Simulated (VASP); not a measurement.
La2ScAs3:

```
CELL_PARAMETERS angstrom
2.97841 1.71959 4.77360
-2.97841 1.71959 4.77360
0.00000 -3.43917 4.77360
ATOMIC_POSITIONS crystal
La 0.62478 0.62478 0.62478
La 0.37522 0.37522 0.37522
Sc 0.00000 0.00000 0.00000
As 0.00000 0.50000 0.00000
As 0.50000 0.00000 0.00000
As 0.00000 0.00000 0.50000
```

```yaml
Program: VASP 6.6.1
Task: relaxation of cell and atoms
Functional: PBEsol
Potentials_or_basis: VASP PAW PBE potentials, release 64 (La, Sc_sv, As)
Cutoff: 600 eV
k_mesh: 4 × 4 × 4
Occupations: fermi-dirac, width 0.03 eV
Spin: no spin polarisation
```

At the start: pressure -6.1 GPa; volume 24.45 Å³/atom.

Task: How do energy, volume and symmetry change on relaxing?

Result: Over 34 steps the energy falls by 246.7 meV/atom and the volume is 25.43 Å³/atom (+4.0 %); space group R-3m (No. 166, to 0.1 Å) before and after.

The path:
```tsv
step	energy change (eV)	largest force (eV/Å)	pressure (GPa)	volume (Å³)
1	0.0000	0.6744	-6.10	146.69
2	-0.6344	0.7511	3.27	127.61
3	-0.6344	0.7576	3.14	127.79
4	-0.9761	0.2316	3.65	128.63
5	-0.6980	0.8031	13.61	128.03
6	-1.0759	0.4537	7.31	128.84
7	-1.1222	0.0578	4.75	128.89
8	-1.1323	0.2818	5.77	128.92
9	-1.2760	0.4113	-2.11	144.11
10	-1.2984	0.1921	-0.21	139.52
11	-1.2984	0.2024	-0.32	139.74
12	-1.3054	0.1876	-0.18	140.20
13	-1.3286	0.1258	0.36	141.53
14	-1.4056	0.0202	1.73	144.03
15	-1.2956	1.1619	4.94	148.32
16	-1.4333	0.1725	2.36	145.36
17	-1.4333	0.2814	2.67	145.78
18	-1.4343	0.2907	2.65	145.93
19	-1.4368	0.3199	2.63	146.35
20	-1.4396	0.3793	2.61	147.21
21	-1.4427	0.3619	2.51	147.39
22	-1.4514	0.3113	2.18	147.95
23	-1.4651	0.2117	1.55	149.05
24	-1.4790	0.0208	0.36	151.29
25	-1.4797	0.0321	0.03	151.94
26	-1.4797	0.0399	-0.02	152.03
27	-1.4798	0.0391	-0.02	152.05
28	-1.4799	0.0370	-0.02	152.11
29	-1.4801	0.0333	-0.05	152.24
30	-1.4803	0.0263	-0.04	152.48
31	-1.4802	0.0163	-0.06	152.97
32	-1.4803	0.0221	-0.04	152.67
33	-1.4804	0.0018	0.03	152.55
34	-1.4804	0.0042	0.02	152.56
```

Final structure:
```xyz
6
Lattice="3.4660 2.0011 3.6661 -3.4660 2.0011 3.6661 0.0000 -4.0022 3.6661" Properties=species:S:1:pos:R:3 pbc="T T T"
La    0.0000    0.0000    7.1436
La    0.0000    0.0000    3.8548
Sc    0.0000    0.0000    0.0000
As   -1.7330    1.0005    1.8331
As    1.7330    1.0005    1.8331
As    0.0000   -2.0011    1.8331
```

Caveat: the PAW data sets were made with another functional, which shifts forces and pressure a little.
